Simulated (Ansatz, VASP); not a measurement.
## BeC: VASP beside Ansatz

```xyz
8
Lattice="0.0000 0.0000 -2.4711 -1.5295 -3.4602 0.0000 -4.5884 3.4602 0.0000" Properties=species:S:1:pos:R:3 pbc="T T T"
Be   -3.0590    1.1968   -1.8534
Be   -1.5295   -2.2633   -1.8534
Be   -4.5884    2.2633   -0.6178
Be   -3.0590   -1.1968   -0.6178
C    -4.5884   -0.4622   -1.8534
C    -1.5295   -0.4622   -1.8534
C    -4.5884    0.4622   -0.6178
C    -1.5295    0.4622   -0.6178
```

Alike in both runs: task single point; functional PBE; k mesh 10 × 6 × 4; occupations gaussian, width 0.1 eV; no spin polarisation.

|  | VASP | Ansatz |
| --- | --- | --- |
| version | VASP 6.6.1 | Ansatz 0.2.0 |
| potentials or method | VASP PAW PBE potentials, release 64 (Be, C), cutoff 520 eV | scalar-relativistic, plane waves, PAW |
| valence electrons in the cell | 24 | 24 |

```tsv
	VASP	Ansatz	Ansatz less VASP
gap on the k mesh at the Fermi level (eV)	none	none	-
pressure (GPa)	0.2	-0.2	-0.39
traceless stress, the component that is largest in VASP (GPa)	-1.11	-0.87	+0.242
rms of the force components (eV/Å)	0.026	0.034	+0.0076
```

Atom by atom the forces differ by 0.009 eV/Å (rms over components). A gap of «none» marks a metal or a gap that the smearing closes. The functional is the same, so the differences come from potentials, cutoffs and numerics.
